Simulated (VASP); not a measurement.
Write the native input for VASP 6.6.1 that does the following.

| Property | Result |
| --- | --- |
| Task | single point |
| Functional | PBE |
| Potentials or basis | VASP PAW PBE potentials, release 64 (Ru_pv, Sc_sv) |
| Cutoff | 520 eV |
| k mesh | 7 × 7 × 7 |
| Occupations | fermi-dirac, width 0.05 eV |
| Spin | no spin polarisation |
| Dipole correction | no |
| Further INCAR settings | ALGO = Normal; EDIFF = 1e-07; NBANDS = 34 |

The structure of ScRu3 lies in POSCAR:

```
ScRu3
1.0
    3.9645201244      0.0000000000      0.0000000000
    0.0000000000      3.9645201244      0.0000000000
    0.0000000000      0.0000000000      3.9645201244
Ru Sc
3 1
Direct
    0.5000000000      0.5000000000      0.0000000000
    0.5000000000      0.0000000000      0.5000000000
    0.0000000000      0.5000000000      0.5000000000
    0.0000000000      0.0000000000      0.0000000000
```

One way to write it, as run:

INCAR

```
ALGO = Normal ; EDIFF = 1E-7
ENCUT = 520 ; GGA = PE
ISIF = 2 ; ISMEAR = -1
LASPH = T ; LCHARG = F
LREAL = F ; LWAVE = F
NBANDS = 34 ; NELM = 100
PREC = Accurate ; SIGMA = 0.05
```

KPOINTS

```
k-points
0
Gamma
  7 7 7
```

Potentials or basis: VASP PAW PBE potentials, release 64 (Ru_pv, Sc_sv).

Launch:

```bash
$ cat potpaw_PBE.64/Ru_pv/POTCAR potpaw_PBE.64/Sc_sv/POTCAR > POTCAR
$ mpirun -np 1 vasp_std > vasp.out
```

It gave:

The pressure is -5.2 GPa. The band gap on the k mesh is zero (an odd number of electrons rules out a gap without spin polarisation).

Caveat: the cell stands under tension.

Wall time 61 s on 1 thread of Intel Xeon 8259CL, on a shared host, peak memory 0.19 GiB.
